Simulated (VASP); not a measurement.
Set up this calculation in VASP 6.6.1, as the native input.

| Property | Result |
| --- | --- |
| Task | single point |
| Functional | RPBE |
| Potentials or basis | VASP PAW PBE potentials, release 64 (Rh_pv) |
| Cutoff | 520 eV |
| k mesh | 15 × 15 × 4 |
| Occupations | fermi-dirac, width 0.1 eV |
| Spin | no spin polarisation |
| Dipole correction | no |
| Further INCAR settings | ALGO = Normal; EDIFF = 1e-06; NBANDS = 38 |

The structure of Rh lies in POSCAR:

```
Rh
1.0
    2.7655630138      0.0000000000      0.0000000000
   -1.3827815069      2.3950478257      0.0000000000
    0.0000000000      0.0000000000      9.0183128388
Rh
4
Direct
    0.0000000000      1.0000000000      0.0000000000
    0.0000000000      1.0000000000      0.5000000000
    0.3333333333      0.6666666667      0.2500000000
    0.6666666667      0.3333333333      0.7500000000
```

This isn't the form of Rh at room conditions, which is fcc.

The input as run:

INCAR

```
ALGO = Normal ; EDIFF = 1E-6
ENCUT = 520 ; GGA = RP
ISIF = 2 ; ISMEAR = -1
LASPH = T ; LCHARG = F
LREAL = F ; LWAVE = F
NBANDS = 38 ; NELM = 100
PREC = Accurate ; SIGMA = 0.1
```

KPOINTS

```
k-points
0
Gamma
  15 15 4
```

Potentials or basis: VASP PAW PBE potentials, release 64 (Rh_pv).

Launch:

```console
$ cat potpaw_PBE.64/Rh_pv/POTCAR > POTCAR
$ mpirun -np 1 vasp_std > vasp.out
```

It gave:

- Pressure: -8.2 GPa
- Band gap on the k mesh: zero (bands 30 and 31 overlap by 1.65 eV)

Caveat: the cell stands under tension; the PAW data sets were made with another functional, which shifts forces and pressure a little.

Run time: 71 s on 1 thread of Intel(R) Xeon(R) 6975P-C (Granite Rapids), with other jobs on the host, peak memory 0.27 GiB.
